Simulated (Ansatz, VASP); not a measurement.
# Os in VASP and in Ansatz

```
CELL_PARAMETERS angstrom
0.00000 2.77737 2.77737
2.77737 0.00000 2.77737
2.77737 2.77737 0.00000
ATOMIC_POSITIONS crystal
Os 0.50000 0.50000 0.50000
Os 0.75000 0.75000 0.75000
```

Alike in both runs: functional PBE; k mesh 6 × 6 × 6; occupations gaussian, width 0.1 eV; no spin polarisation.

Ansatz relaxed the structure, and its values are those at the end. VASP's run is a single point on that final structure, the one shown.

|  | VASP | Ansatz |
| --- | --- | --- |
| version | VASP 6.6.1 | Ansatz 0.2.0 |
| potentials or method | VASP PAW PBE potentials, release 64 (Os), cutoff 520 eV | scalar-relativistic, plane waves, PAW |
| valence electrons in the cell | 16 | 32 |

|  | VASP | Ansatz | Ansatz less VASP |
| --- | --- | --- | --- |
| gap on the k mesh at the Fermi level (eV) | none | none | - |
| pressure (GPa) | -1.1 | 0.1 | +1.15 |

A gap of «none» marks a metal or a gap that the smearing closes. VASP's potentials hold 16 valence electrons a cell and Ansatz's 32, so a difference there can come from the potentials and not from the codes.

Spin-orbit coupling is off throughout.
